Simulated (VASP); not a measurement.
Wanted: the native input for a VASP 6.6.1 run.

| Property | Result |
| --- | --- |
| Task | single point |
| Functional | PBE |
| Potentials or basis | VASP PAW PBE potentials, release 64 (Ga_d, N) |
| Cutoff | 520 eV |
| k mesh | 12 × 12 × 6 |
| Occupations | gaussian, width 0.02 eV |
| Spin | no spin polarisation |
| Dipole correction | no |
| Further INCAR settings | ALGO = Normal; EDIFF = 1e-06; NBANDS = 26 |

The structure of GaN lies in POSCAR:

```
GaN
1.0
    3.2184289364      0.0000000000      0.0000000000
   -1.6092144682      2.7872412192      0.0000000000
    0.0000000000      0.0000000000      5.2430305071
Ga N
2 2
Direct
    0.3333333333      0.6666666667     -0.0008683120
    0.6666666667      0.3333333333      0.4991316880
    0.3333333333      0.6666666667      0.3758683120
    0.6666666667      0.3333333333      0.8758683120
```

One way to write it, as run:

INCAR

```
SYSTEM = GaN
PREC = Accurate
ENCUT = 520
EDIFF = 1E-6
ISMEAR = 0
SIGMA = 0.02
LREAL = .False.
LASPH = .True.
NELM = 80
ALGO = Normal
ISIF = 2
LWAVE = .False.
LCHARG = .False.
GGA = PE
NBANDS = 26
```

KPOINTS

```
Automatic mesh
0
Gamma
  12 12 6
  0 0 0
```

Potentials or basis: VASP PAW PBE potentials, release 64 (Ga_d, N).

The run is started by

```sh
$ cat potpaw_PBE.64/Ga_d/POTCAR potpaw_PBE.64/N/POTCAR > POTCAR
$ mpirun -np 1 vasp_std > vasp.out
```

Results of the run:

The pressure is 0.1 GPa. The band gap on the k mesh is 1.72 eV, direct.

It took 32 s on 1 thread of Intel(R) Xeon(R) 6975P-C (Granite Rapids), on a shared host, peak memory 0.2 GiB.
